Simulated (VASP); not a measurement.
A run of VASP 6.6.1 is set up as follows.

Contents of POSCAR:

```
W
1.0
   -1.5823450000      1.5823450000      1.5823450000
    1.5823450000     -1.5823450000      1.5823450000
    1.5823450000      1.5823450000     -1.5823450000
W
1
Direct
    0.0000000000      0.0000000000      0.0000000000
```

The input INCAR.step1:

```
  PREC = Accurate
  ENCUT = 520
  ISMEAR = 0
  SIGMA = 0.1
  LREAL = F
  LASPH = T
  NELM = 60
  NBANDS = 13
  GGA = PE
  ALGO = Normal
  EDIFF = 1E-4
  LWAVE = T
  LCHARG = F
```

Contents of INCAR.step2:

```
  PREC = Accurate
  ENCUT = 520
  EDIFF = 1E-6
  ISMEAR = 0
  SIGMA = 0.1
  LREAL = F
  LASPH = T
  NELM = 60
  ALGO = Normal
  ISIF = 2
  LWAVE = F
  LCHARG = T
  METAGGA = R2SCAN
  LMIXTAU = T
  LELF = T
  LVHAR = T
  NBANDS = 13
  ISTART = 1
```

File KPOINTS:

```
regular mesh
0
Gamma
  8 8 8
```

Potentials or basis: VASP PAW PBE potentials, release 64 (W_sv).

Run with:

```sh
$ cat potpaw_PBE.64/W_sv/POTCAR > POTCAR
$ cp INCAR.step1 INCAR
$ mpirun -np 1 vasp_std > vasp.out
$ cp INCAR.step2 INCAR
$ mpirun -np 1 vasp_std > vasp.out
```

Predict the band gap on the k mesh.

zero (band 7 reaches 16.64 eV, above the bottom of band 8 at 10.01 eV).

Estimate the pressure.

2.7 GPa.

Caveat: the PAW data sets were made with another functional, which shifts forces and pressure a little; spin-orbit coupling is left out, which moves the levels of the heavy elements.
